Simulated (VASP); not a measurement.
Runs of VASP 6.6.1 on HfOs3W. The structure is that of space group Pm-3m (No. 221), or close to it. The cells are those of the table. 

```csv
task,cell,k mesh,cutoff (eV),gap on the mesh (eV),pressure (GPa),relaxed volume (Å³/atom)
single point,"a = 4.684 Å, 5 atoms",4 × 4 × 4,520,none,(b),-
single point,"a = 4.678 Å, 5 atoms",8 × 8 × 8,520,none,(a),-
relaxation of cell and atoms,"relaxed from a = 4.684 Å, 5 atoms",8 × 8 × 8,600,none,0.0,20.59
single point,"a = 4.200 Å, 5 atoms",4 × 4 × 4,520,none,126.7,-
relaxation of cell and atoms,"relaxed from a = 4.200 Å, 5 atoms",4 × 4 × 4,600,none,-0.1,20.69
```

Alike in all rows: level PBE; potentials or basis VASP PAW PBE potentials, release 64 (Hf_pv, Os, W_sv); no spin polarisation; smearing gaussian 0.1 eV.

Estimate the missing entries.

(a) 1.0; (b) 1.1.

Caveats: some runs use coarse meshes; spin-orbit coupling is left out, which moves the levels of the heavy elements; the volume moved by over 15 % at a fixed basis, so the end points are rough (some runs).

A k mesh can miss the band edges, and the runs leave out spin-orbit coupling on Hf, Os, W.

A gap of «none» marks levels without a gap at the run's occupations.
